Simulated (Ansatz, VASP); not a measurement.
**Two plane-wave programs on Cu**

```
Cu
1.0
     2.38656    0.00000    0.00000
    -1.19328    2.06682    0.00000
     0.00000    0.00000    4.22374
Cu
2
Direct
  0.33333 0.66667 0.25000
  0.66667 0.33333 0.75000
```

Alike in both runs: task single point; functional PBEsol; k mesh 24 × 24 × 12; occupations gaussian, width 0.15 eV; no spin polarisation.

|  | VASP | Ansatz |
| --- | --- | --- |
| version | VASP 6.6.1 | Ansatz 0.2.0 |
| potentials or method | VASP PAW PBE potentials, release 64 (Cu), cutoff 520 eV | scalar-relativistic, plane waves, PAW |
| valence electrons in the cell | 22 | 38 |

VASP gave:

```
gap on the k mesh at the Fermi level (eV)                     : none
pressure (GPa)                                                : 20.8
traceless stress, the component that is largest in VASP (GPa) : -14.38
```

Question: Estimate Ansatz's values.

Answer: gap on the k mesh at the Fermi level (eV): none; pressure (GPa): 18.7; traceless stress, the component that is largest in VASP (GPa): -14.33.

VASP's potentials were made for PBE, not for PBEsol. A gap of «none» marks a metal or a gap that the smearing closes. VASP's potentials hold 22 valence electrons a cell and Ansatz's 38, so a difference there can come from the potentials and not from the codes.
